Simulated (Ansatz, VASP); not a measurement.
CdS in VASP and in Ansatz

File INCAR:

```
SYSTEM = CdS
PREC = Accurate
ENCUT = 520
EDIFF = 1E-6
ISMEAR = -1
SIGMA = 0.02
LREAL = .FALSE.
LASPH = .TRUE.
NELM = 100
ALGO = Normal
ISIF = 2
LWAVE = .FALSE.
LCHARG = .FALSE.
GGA = PE
IBRION = 2
NSW = 80
EDIFFG = -0.02
```

The input KPOINTS:

```
regular mesh
0
G
  13 13 13
  0 0 0
```

Contents of POSCAR:

```
CdS
1.0
    0.0000000000      2.9165000000      2.9748300000
    2.9165000000      0.0000000000      2.9748300000
    2.9165000000      2.9165000000      0.0000000000
Cd S
1 1
Direct
    0.0000000000      0.0000000000      0.0000000000
    0.2500000000      0.2500000000      0.2500000000
```

Input for Ansatz:

```yaml
crystal:
  lattice:
    - [0.0, 2.9165, 2.97483]
    - [2.9165, 0.0, 2.97483]
    - [2.9165, 2.9165, 0.0]
  atoms:
    - { symbol: Cd, position: [0.0, 0.0, 0.0] }
    - { symbol: S, position: [0.25, 0.25, 0.25] }
kpoints:
  mp_grid: { grid: [13, 13, 13] }
scf:
  occupations: { method: fermi_dirac, width: 0.02 }
hamiltonian:
  xc: pbe
  pseudopotentials: { kind: paw }
output:
  forces: true
  stress: true
  populations: true
  efg: { quadrupole_moments_barn: { S: -0.0694 }, contact_densities: true }
relax:
  f_tol: 0.02
  max_steps: 60
```

Change from the starting cell: z stretched by +2 %, ions relaxed.

Alike in both runs: task relaxation of the atoms; functional PBE; k mesh 13 × 13 × 13; occupations fermi-dirac, width 0.02 eV; no spin polarisation.

```csv
,VASP,Ansatz
version,VASP 6.6.1,Ansatz 0.2.0
potentials or method,"VASP PAW PBE potentials, release 64 (Cd, S)","plane-wave PAW, scalar-relativistic"
plane-wave cutoff (eV),520,420
valence electrons in the cell,18,26
```

|  | VASP | Ansatz | Ansatz less VASP |
| --- | --- | --- | --- |
| gap on the k mesh at the Fermi level, each at its own relaxed structure (eV) | 1.09 | 1.08 | -0.003 |

VASP's potentials hold 18 valence electrons a cell and Ansatz's 26, so a difference there can come from the potentials and not from the codes. Ansatz's warnings: stress scf threshold loose.

Noted on VASP's run: the relaxation stopped at its first step, so nothing moved.
